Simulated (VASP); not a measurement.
Input of a VASP 6.6.1 run:

Contents of INCAR:

```
PREC     = Accurate       # precision mode
ENCUT    = 520            # plane-wave cutoff, eV
EDIFF    = 1E-6           # SCF threshold, eV
ISMEAR   = 0              # smearing method
SIGMA    = 0.05           # smearing width, eV
LREAL    = F              # projectors in reciprocal space
LASPH    = T              # aspherical terms in the spheres
NELM     = 80             # most SCF steps
ALGO     = Normal         # electronic algorithm
ISIF     = 2              # what is computed and relaxed
LWAVE    = F              # write WAVECAR
LCHARG   = F              # write CHGCAR
GGA      = CA             # functional
NBANDS   = 22             # bands
```

Contents of KPOINTS:

```
Automatic mesh
0
Gamma
  12 12 12
```

Contents of POSCAR:

```
Ti2HC
1.0
   -1.5482797468      2.6816991858      0.0000000000
   -3.0965594936      0.0000000000      0.0000000000
   -1.5482797468      0.8938997286      4.7948803090
Ti H C
2 1 1
Direct
    0.2439459500      0.2439459500      0.2681621500
    0.7560540500      0.7560540500      0.7318378500
    0.0000000000      0.0000000000      0.0000000000
    0.5000000000      0.5000000000      0.5000000000
```

Potentials or basis: VASP PAW LDA potentials, release 64 (Ti_sv, H, C).

Command:

```console
$ cat potpaw_LDA.64/Ti_sv/POTCAR potpaw_LDA.64/H/POTCAR potpaw_LDA.64/C/POTCAR > POTCAR
$ mpirun -np 1 vasp_std > vasp.out
```

**Question.** Estimate the band gap on the k mesh.

**Answer.** Zero (an odd number of electrons rules out a gap without spin polarisation).

**Question.** Estimate the largest force.

**Answer.** 0.363 eV/Å.

**Question.** Predict the pressure.

**Answer.** -9.4 GPa.

Stress tensor (GPa, compression positive):
```
-9.47  0.00  0.00
 0.00 -9.47  0.00
 0.00  0.00 -9.23
```

Caveat: the cell stands under tension.
